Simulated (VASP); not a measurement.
Write the native input for VASP 6.6.1 that does the following.

* Task: single point
* Functional: PBE
* Potentials or basis: VASP PAW PBE potentials, release 64 (Na_pv, I)
* Cutoff: 520 eV
* k mesh: 6 × 6 × 6
* Occupations: gaussian, width 0.02 eV
* Spin: no spin polarisation
* Dipole correction: no
* Further INCAR settings: ALGO = Normal; EDIFF = 1e-06; NBANDS = 14

The structure of NaI lies in POSCAR:

```
NaI
1.0
   -2.5269489699      2.5269489699      3.5777129246
    2.5269489699     -2.5269489699      3.5777129246
    2.5269489699      2.5269489699     -3.5777129246
Na I
1 1
Direct
    0.2500000000      0.7500000000      0.5000000000
    0.0000000000      0.0000000000      0.0000000000
```

These files were run (other wordings do the same):

INCAR

```
SYSTEM = NaI
  PREC = Accurate
  ENCUT = 520
  EDIFF = 1E-6
  ISMEAR = 0
  SIGMA = 0.02
  LREAL = .False.
  LASPH = .True.
  NELM = 100
  ALGO = Normal
  ISIF = 2
  LWAVE = .False.
  LCHARG = .False.
  GGA = PE
  NBANDS = 14
```

KPOINTS

```
regular mesh
0
Gamma
  6 6 6
  0 0 0
```

Potentials or basis: VASP PAW PBE potentials, release 64 (Na_pv, I).

Run with:

```bash
$ cat potpaw_PBE.64/Na_pv/POTCAR potpaw_PBE.64/I/POTCAR > POTCAR
$ mpirun -np 1 vasp_std > vasp.out
```

It gave:

The pressure is 0.1 GPa and the band gap on the k mesh is 3.78 eV.

Caveat: spin-orbit coupling is left out, which moves the levels of the heavy elements.

Run time: 25 s on 1 thread of AMD EPYC 9R45 96-Core Processor (Zen 5), on a shared host, peak memory 0.22 GiB.
